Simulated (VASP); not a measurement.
HfC: single point with RPBE+D4+U

HfC:

```xyz
2
Lattice="0.0000 2.3320 2.3320 2.3320 0.0000 2.3320 2.3320 2.3320 0.0000" Properties=species:S:1:pos:R:3 pbc="T T T"
Hf    2.3320    2.3320    2.3320
C     0.0000    0.0000    0.0000
```

```
Program                : VASP 6.6.1
Task                   : single point
Functional             : RPBE
Dispersion             : D4
Potentials or basis    : VASP PAW PBE potentials, release 64 (Hf_pv, C)
Cutoff                 : 520 eV
k mesh                 : 10 × 10 × 10
Occupations            : tetrahedron
Spin                   : no spin polarisation
Hubbard terms          : Hf d U = 3.0 eV
Dipole correction      : no
Further INCAR settings : ALGO = Normal; EDIFF = 1e-06; NBANDS = 14
```

```yaml
Pressure: 4.8 GPa
Band_gap_on_the_k_mesh: zero (band 7 reaches 7.25 eV, above the bottom of band 8 at 5.89 eV)
Dispersion_energy_per_atom: -0.465 eV
```

Levels at points of the mesh, in eV from the Fermi level:
| k point | band 4 | band 5 | band 6 | band 7 | band 8 | band 9 | band 10 | band 11 |
| --- | --- | --- | --- | --- | --- | --- | --- | --- |
| (0.00, 0.00, 0.00) | -12.55 | 0.86 | 0.86 | 0.86 | 1.78 | 1.78 | 1.78 | 3.54 |
| (0.50, 0.00, 0.00) | -8.83 | -6.23 | -2.89 | -2.89 | 5.75 | 5.75 | 6.02 | 6.11 |
| (0.50, 0.50, 0.00) | -10.47 | -2.90 | -1.49 | -0.30 | -0.30 | 5.46 | 7.23 | 7.23 |

Eigenvalues of the final occupation matrices:
```tsv
site	spin	trace	eigenvalues
site 1 d	1	0.78	0.11 0.11 0.11 0.23 0.23
site 1 d	2	0.78	0.11 0.11 0.11 0.23 0.23
```

Wall time 31 s on 1 thread of AMD EPYC 7R43 64-Core Processor (Zen 3) (shared host), peak memory 0.13 GiB.

Caveat: the PAW data sets were made with another functional, which shifts forces and pressure a little; spin-orbit coupling is left out, which moves the levels of the heavy elements; U without spin polarisation on a metal has little footing; pairwise dispersion overbinds metals, which lowers pressure and volume; the U is typed as a test and isn't derived for this compound; tetrahedron occupations give inexact forces and stress in metals.
